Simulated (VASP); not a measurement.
# RuAu (Pm-3m) in VASP: notebook, part 2 of 2

VASP 6.6.1.

### Step 4. Density of states, revPBE

File POSCAR:

```
RuAu
1.0
    3.1648100000      0.0000000000      0.0000000000
    0.0000000000      3.1648100000      0.0000000000
    0.0000000000      0.0000000000      3.1648100000
Ru Au
1 1
Direct
    0.0000000000      0.0000000000      0.0000000000
    0.5000000000      0.5000000000      0.5000000000
```

File INCAR.step1:

```
  PREC = Accurate
  ENCUT = 400
  EDIFF = 1E-6
  ISMEAR = -1
  SIGMA = 0.05
  LREAL = F
  LASPH = T
  NELM = 120
  ALGO = Normal
  ISIF = 2
  LWAVE = F
  LCHARG = T
  LMAXMIX = 4
  GGA = RE
  NBANDS = 20
  GGA_COMPAT = F
  NEDOS = 2001
  LORBIT = 11
```

File KPOINTS.step1:

```
regular mesh
0
Gamma
  5 5 5
```

File INCAR.step2:

```
  PREC = Accurate
  ENCUT = 400
  EDIFF = 1E-6
  ISMEAR = -5
  SIGMA = 0.05
  LREAL = F
  LASPH = T
  NELM = 120
  ALGO = Normal
  ISIF = 2
  LWAVE = F
  LCHARG = F
  LMAXMIX = 4
  GGA = RE
  LORBIT = 11
  NEDOS = 1001
  ICHARG = 11
  GGA_COMPAT = F
```

File KPOINTS.step2:

```
regular mesh
0
Gamma
  8 8 8
```

Potentials or basis: VASP PAW PBE potentials, release 64 (Ru_pv, Au).

Run with:

```
$ cat potpaw_PBE.64/Ru_pv/POTCAR potpaw_PBE.64/Au/POTCAR > POTCAR
$ cp INCAR.step1 INCAR
$ cp KPOINTS.step1 KPOINTS
$ mpirun -np 1 vasp_std > vasp.out
$ cp INCAR.step2 INCAR
$ cp KPOINTS.step2 KPOINTS
$ mpirun -np 1 vasp_std > vasp.out
```

OUTCAR:

```text
PREC = Accurate
   ENCUT = 400
   EDIFF = 1E-6
   ISMEAR = -5
   LREAL = F
   LASPH = T
   NELM = 120
   ISIF = 2
   GGA = RE
   LORBIT = 11
   ICHARG = 11

 ion  position               nearest neighbor table
   1  0.000  0.000  0.000-   2 2.74   2 2.74   2 2.74   2 2.74   2 2.74   2 2.74   2 2.74   2 2.74

   2  0.500  0.500  0.500-   1 2.74   1 2.74   1 2.74   1 2.74   1 2.74   1 2.74   1 2.74   1 2.74

  LATTYP: Found a simple cubic cell.
 ALAT       =     3.1648100000

  Lattice vectors:

 A1 = (   3.1648100000,   0.0000000000,   0.0000000000)
 A2 = (   0.0000000000,   3.1648100000,   0.0000000000)
 A3 = (   0.0000000000,   0.0000000000,   3.1648100000)

Analysis of symmetry for initial positions (statically):
=====================================================================
 Subroutine PRICEL returns:
 Original cell was already a primitive cell.

 Routine SETGRP: Setting up the symmetry group for a
 simple cubic supercell.

 Subroutine GETGRP returns: Found 48 space group operations
 (whereof 48 operations were pure point group operations)
 out of a pool of 48 trial point group operations.

The static configuration has the point symmetry O_h .

Analysis of symmetry for dynamics (positions and initial velocities):
=====================================================================
 Subroutine PRICEL returns:
 Original cell was already a primitive cell.

 Routine SETGRP: Setting up the symmetry group for a
 simple cubic supercell.

 Subroutine GETGRP returns: Found 48 space group operations
 (whereof 48 operations were pure point group operations)
 out of a pool of 48 trial point group operations.

The dynamic configuration has the point symmetry O_h .

[... 116 lines left out ...]
   EFERMI_NEDOS =   21; number of points for ismear=-14 and -15
   IALGO  =     38    algorithm
   IMIX   =      4    mixing-type and parameters
     AMIX     =   0.40;   BMIX     =  1.00
     AMIX_MAG =   1.60;   BMIX_MAG =  1.00
  volume/ion in A,a.u.               =      15.85       106.96
  Fermi-wavevector in a.u.,A,eV,Ry     =   1.512541  2.858288 31.127146  2.287781
  Thomas-Fermi vector in A             =   2.622452
   LORBIT       =     11    0 simple, 1 ext, 2 COOP (PROOUT), +10 PAW based schemes
   GGA     = RE    functional components
   LHFCALC =     F    Hartree Fock is set to
   AEXX    =    0.0000 exact exchange contribution
   IVDW    =     0    specifies the selected vdW correction
   LEPSILON=     F    determine dielectric tensor
   LRPA    =     F    only Hartree local field effects (RPA)
 non-spin polarized calculation
 Fermi weights with tetrahedron method with Bloechl corrections
  energy-cutoff  :      400.00
  volume of cell :       31.70
 maximum number of plane-waves:       592
 NGX is ok and might be reduce to    24

 number of electron      24.9999992 magnetization

 Free energy of the ion-electron system (eV)
  ---------------------------------------------------
  ext. energy  EPLUGINS =         0.00000000
  ---------------------------------------------------
  free energy    TOTEN  =       -10.23487392 eV

  energy without entropy =      -10.23487392  energy(sigma->0) =      -10.23487392

 E-fermi :  10.3212     XC(G=0): -13.1157

 val. band max:       10.6917973129   @ k =   0.5000   0.5000   0.0000
 cond. band min:      10.3723563466   @ k =   0.3750   0.2500   0.2500
 fundamental gap:     -0.3194409663
 Fermi energy:        10.3212164218

 k-point     1 :       0.0000    0.0000    0.0000
  band No.  band energies     occupation
      1     -32.1222      2.00000
      2     -32.1222      2.00000
      3     -32.1222      2.00000
      4       1.5464      2.00000
      5       3.8943      2.00000
      6       3.8943      2.00000
[... 433 lines left out ...]
      3     -32.1224      2.00000
      4       4.0848      2.00000
      5       4.0878      2.00000
      6       5.0863      2.00000
[... 8 lines left out ...]
     15      12.7183      0.00000
     16      16.8445      0.00000

 [... further k-points ...]
[... 5 lines left out ...]
  --------------------------------------------------------------------------------------
  -------------------------------------------------------------------------------------
  Total        0.7153369      0.7153369      0.7153369     -0.0000000     -0.0000000     -0.0000000
  in kB       36.1558235     36.1558235     36.1558235     -0.0000000     -0.0000000     -0.0000000
  external PRESSURE =      36.1558235 kB  Pullay stress =       0.0000000 kB

 VOLUME and BASIS-vectors are now :
 -----------------------------------------------------------------------------
  energy-cutoff  :      400.00
  volume of cell :       31.70
      direct lattice vectors                 reciprocal lattice vectors
     3.164810000  0.000000000  0.000000000     0.315974735  0.000000000  0.000000000
     0.000000000  3.164810000  0.000000000     0.000000000  0.315974735  0.000000000
     0.000000000  0.000000000  3.164810000     0.000000000  0.000000000  0.315974735

 POSITION                                       TOTAL-FORCE (eV/Angst)
 -----------------------------------------------------------------------------------
      0.00000      0.00000      0.00000         0.000000      0.000000      0.000000
      1.58241      1.58241      1.58241         0.000000      0.000000      0.000000
 -----------------------------------------------------------------------------------
    total drift:                                0.000000      0.000000     -0.000000

  FREE ENERGIE OF THE ION-ELECTRON SYSTEM (eV)
  ---------------------------------------------------
  free  energy   TOTEN  =       -10.2348739161 eV

  energy  without entropy=      -10.2348739161  energy(sigma->0) =      -10.23487392

 total charge

# of ion       s       p       d       tot
------------------------------------------
    1        0.287   6.198   5.928  12.413
    2        0.666   0.477   8.623   9.767
--------------------------------------------------
tot          0.953   6.675  14.551  22.180
```

OSZICAR.step1:

```text
N       E                     dE             d eps       ncg     rms          rms(c)
DAV:   1     0.165058086313E+03    0.16506E+03   -0.12149E+04   408   0.101E+03
DAV:   2    -0.827678436687E+01   -0.17333E+03   -0.16875E+03   436   0.305E+02
DAV:   3    -0.112554458559E+02   -0.29787E+01   -0.29676E+01   480   0.431E+01
DAV:   4    -0.112713177759E+02   -0.15872E-01   -0.15856E-01   432   0.338E+00
DAV:   5    -0.112714718335E+02   -0.15406E-03   -0.15405E-03   492   0.312E-01    0.132E+01
DAV:   6    -0.103832630481E+02    0.88821E+00   -0.20587E+00   432   0.140E+01    0.800E+00
DAV:   7    -0.103341633522E+02    0.49100E-01   -0.76529E-01   424   0.713E+00    0.324E+00
DAV:   8    -0.102935932390E+02    0.40570E-01   -0.18309E-01   424   0.436E+00    0.242E+00
DAV:   9    -0.102894870660E+02    0.41062E-02   -0.71098E-03   420   0.852E-01    0.228E-01
DAV:  10    -0.102893903672E+02    0.96699E-04   -0.32226E-04   472   0.173E-01    0.391E-02
DAV:  11    -0.102894024739E+02   -0.12107E-04   -0.11896E-05   424   0.344E-02    0.468E-03
DAV:  12    -0.102894028042E+02   -0.33029E-06   -0.92798E-07   284   0.804E-03
   1 F= -.10289403E+02 E0= -.10286363E+02  d E =-.608005E-02
```

It used 5.6 s of CPU time on 1 thread of Intel(R) Xeon(R) Platinum 8559C (Emerald Rapids) (shared host).

Results:

* Valence electrons inside the program's atomic spheres: Ru 12.41; Au 9.77

Caveat: the k points lie up to 0.40 Å⁻¹ apart; the PAW data sets were made with another functional, which shifts forces and pressure a little; spin-orbit coupling is left out, which moves the levels of the heavy elements; tetrahedron occupations give inexact forces and stress in metals.
